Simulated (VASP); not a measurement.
Here is a VASP 6.6.1 calculation.

File INCAR:

```
SYSTEM = CoSn
PREC = Accurate
ENCUT = 520
EDIFF = 1E-7
ISMEAR = 0
SIGMA = 0.1
LREAL = .False.
LASPH = .True.
NELM = 100
ALGO = Normal
ISIF = 2
LWAVE = .False.
LCHARG = .False.
GGA = PE
NBANDS = 18
```

KPOINTS

```
Automatic mesh
0
Gamma
  18 18 18
  0 0 0
```

POSCAR

```
CoSn
1.0
    3.1444583298      0.0000000000      0.0000000000
    0.0000000000      3.1444583298      0.0000000000
    0.0000000000      0.0000000000      3.1444583298
Co Sn
1 1
Direct
    0.0000000000      0.0000000000      0.0000000000
    0.5000000000      0.5000000000      0.5000000000
```

Potentials or basis: VASP PAW PBE potentials, release 64 (Co, Sn_d).

Command:

```sh
$ cat potpaw_PBE.64/Co/POTCAR potpaw_PBE.64/Sn_d/POTCAR > POTCAR
$ mpirun -np 1 vasp_std > vasp.out
```

Estimate the pressure.

0.0 GPa.

Caveat: spin-orbit coupling is left out, which moves the levels of the heavy elements. Spin polarisation is off, so any magnetic state and its effect on volume and gap are missing.
